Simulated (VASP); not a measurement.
Here is a VASP 6.6.1 calculation.

Contents of INCAR:

```
SYSTEM = Al2Rh
ALGO = Fast
EDIFF = 1E-7
EDIFFG = -0.04
ENCUT = 600
GGA = PE
IBRION = 2
ISIF = 3
ISMEAR = 0
LASPH = .True.
LCHARG = .False.
LREAL = .False.
LWAVE = .False.
NELM = 60
NSW = 90
PREC = Accurate
SIGMA = 0.1
```

KPOINTS

```
k-points
0
Gamma
  4 4 6
  0 0 0
```

Contents of POSCAR:

```
Al2Rh
1.0
    4.7966999600      0.0000000000      0.0000000000
    0.0000000000      4.7966999600      0.0000000000
    0.0000000000      0.0000000000      3.1653034600
Al Rh
4 2
Direct
    0.3030000000      0.3030000000      0.0000000000
    0.1970000000      0.8030000000      0.5000000000
    0.6970000000      0.6970000000      0.0000000000
    0.8030000000      0.1970000000      0.5000000000
    0.0000000000      0.0000000000      0.0000000000
    0.5000000000      0.5000000000      0.5000000000
```

Potentials or basis: VASP PAW PBE potentials, release 64 (Al, Rh_pv).

Run with:

```bash
$ cat potpaw_PBE.64/Al/POTCAR potpaw_PBE.64/Rh_pv/POTCAR > POTCAR
$ mpirun -np 1 vasp_std > vasp.out
```

Problem. Predict the space group after relaxing (to 0.1 Å).

Solution. P4_2/mnm (No. 136).

Problem. What does it give for the relaxed cell?

Solution. a = 6.254 Å, b = 6.254 Å, c = 2.898 Å, α = 90.00°, β = 90.00°, γ = 90.00°.

Problem. Predict the relaxed volume.

Solution. 18.89 Å³/atom.

Problem. What does it give for the band gap on the k mesh?

Solution. Zero (bands 21 and 22 overlap by 2.54 eV).

Stress tensor (GPa, compression positive):
```
 0.09  0.00  0.00
 0.00  0.09  0.00
 0.00  0.00 -0.22
```

Caveat: the volume moved by over 15 % at a fixed basis, so the end points are rough.
